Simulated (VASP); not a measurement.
The system is Rh.

```
Rh
1.0
     0.00000    1.89785    1.89785
     1.89785    0.00000    1.89785
     1.89785    1.89785    0.00000
Rh
1
Direct
  0.00000 0.00000 0.00000
```

Base run:

```yaml
Program: VASP 6.6.1
Functional: BLYP
Potentials_or_basis: VASP PAW PBE potentials, release 64 (Rh_pv)
Cutoff: 520 eV
k_mesh: 12 × 12 × 12
Occupations: fermi-dirac, width 0.05 eV
Spin: no spin polarisation
```

Its results: band gap on the k mesh zero (an odd number of electrons rules out a gap without spin polarisation); pressure 22.0 GPa.

Task: The run is repeated on the same cell with these changes: functional from BLYP to LDA; potentials or basis from VASP PAW PBE potentials, release 64 (Rh_pv) to VASP PAW LDA potentials, release 64 (Rh_sv_GW); cutoff from 520 eV to 620 eV; valence electrons from 15 to 17. What comes out?

Result: Band gap on the k mesh zero (an odd number of electrons rules out a gap without spin polarisation); pressure -9.5 GPa.

Caveats: the cell stands under pressure (at least some runs); the PAW data sets were made with another functional, which shifts forces and pressure a little (at least some runs); the cell stands under tension (at least some runs).
